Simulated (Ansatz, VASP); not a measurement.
**Ru3Cl2 in VASP and in Ansatz**

File POSCAR:

```
Ru3Cl2
1.0
    3.1691601800      1.8297127700      2.5403005200
   -3.1691601800      1.8297127700      2.5403005200
    0.0000000000     -3.6594255300      2.5403005200
Ru Cl
3 2
Direct
    0.2500000000      0.7500000000      0.0000000000
    0.0000000000      0.2500000000      0.7500000000
    0.7500000000      0.0000000000      0.2500000000
    0.2600000000      0.2600000000      0.2600000000
    0.7400000000      0.7400000000      0.7400000000
```

INCAR.step1

```
SYSTEM = Ru3Cl2
  ALGO = Normal
  EDIFF = 1E-4
  ENCUT = 520
  GGA = PE
  ISMEAR = -1
  LASPH = .TRUE.
  LCHARG = .FALSE.
  LREAL = .FALSE.
  LWAVE = .TRUE.
  NBANDS = 36
  NELM = 100
  PREC = Accurate
  SIGMA = 0.0341
```

The input INCAR.step2:

```
SYSTEM = Ru3Cl2
  ALGO = Normal
  EDIFF = 1E-6
  ENCUT = 520
  ISIF = 2
  ISMEAR = -1
  ISTART = 1
  LASPH = .TRUE.
  LCHARG = .FALSE.
  LMIXTAU = .TRUE.
  LREAL = .FALSE.
  LWAVE = .FALSE.
  METAGGA = R2SCAN
  NBANDS = 36
  NELM = 100
  PREC = Accurate
  SIGMA = 0.0341
```

File KPOINTS:

```
k-points
0
G
  8 8 8
  0 0 0
```

Input for Ansatz:

```yaml
crystal:
  lattice:
    - [3.16916018, 1.82971277, 2.54030052]
    - [-3.16916018, 1.82971277, 2.54030052]
    - [0.0, -3.65942553, 2.54030052]
  atoms:
    - { symbol: Ru, position: [0.25, 0.75, 0.0] }
    - { symbol: Ru, position: [0.0, 0.25, 0.75] }
    - { symbol: Ru, position: [0.75, 0.0, 0.25] }
    - { symbol: Cl, position: [0.26, 0.26, 0.26] }
    - { symbol: Cl, position: [0.74, 0.74, 0.74] }
  symmetry: { tolerance: 0.0003 }
kpoints:
  mp_grid: { grid: [8, 8, 8], shift: [0, 0, 0] }
  band_path:
    path:
      - [0.0, 0.0, 0.0]
      - [0.5, 0.0, 0.0]
      - [0.5, -0.5, 0.5]
      - [0.48792357, -0.51207643, 0.48792357]
      - [0.48792357, 0.48792357, 0.48792357]
      - [0.0, 0.0, 0.0]
      - [0.5, -0.5, 0.0]
    npoints: 10
magnetization:
  spin_polarized: false
scf:
  occupations: { method: fermi_dirac, width: 0.0341 }
  lower_state_search: "off"
  max_iter: 200
hamiltonian:
  pseudopotentials: { kind: paw }
  xc: r2scan
basis:
  ecutwfc: 500
  fft_grid_basis: typed
output:
  forces: true
  stress: true
  eigenvalues: true
  bader: true
  populations: true
  elf: true
  write_potential: true
  volumetric_format: npy
  dos:
    e_range: [-12, 8]
    de: 0.05
    projected: { site_lists: { Cl: [Cl], Ru: [Ru] } }
checkpoint:
  read: saved_state
```

Alike in both runs: task single point; functional r2SCAN; k mesh 8 × 8 × 8; occupations fermi-dirac, width 0.0341 eV; no spin polarisation.

|  | VASP | Ansatz |
| --- | --- | --- |
| version | VASP 6.6.1 | Ansatz 0.2.0 |
| potentials or method | VASP PAW PBE potentials, release 64 (Ru_pv, Cl), cutoff 520 eV | PAW plane waves |
| valence electrons in the cell | 56 | 62 |

VASP gave:

```
pressure (GPa)                                                : -8.4
traceless stress, the component that is largest in VASP (GPa) : -2.18
rms of the force components (eV/Å)                            : 0.483
```

Task: Which values does Ansatz return?

Result: Pressure (GPa): -8.9; traceless stress, the component that is largest in VASP (GPa): -2.15; rms of the force components (eV/Å): 0.474.

VASP's potentials were made for PBE, not for r2SCAN. Atom by atom the forces differ by 0.014 eV/Å (rms over components). With one functional, cell and mesh, what is left measures potentials, basis and numerics. VASP's potentials hold 56 valence electrons a cell and Ansatz's 62, so a difference there can come from the potentials and not from the codes. Ansatz's warnings: structure snapped to symmetry.
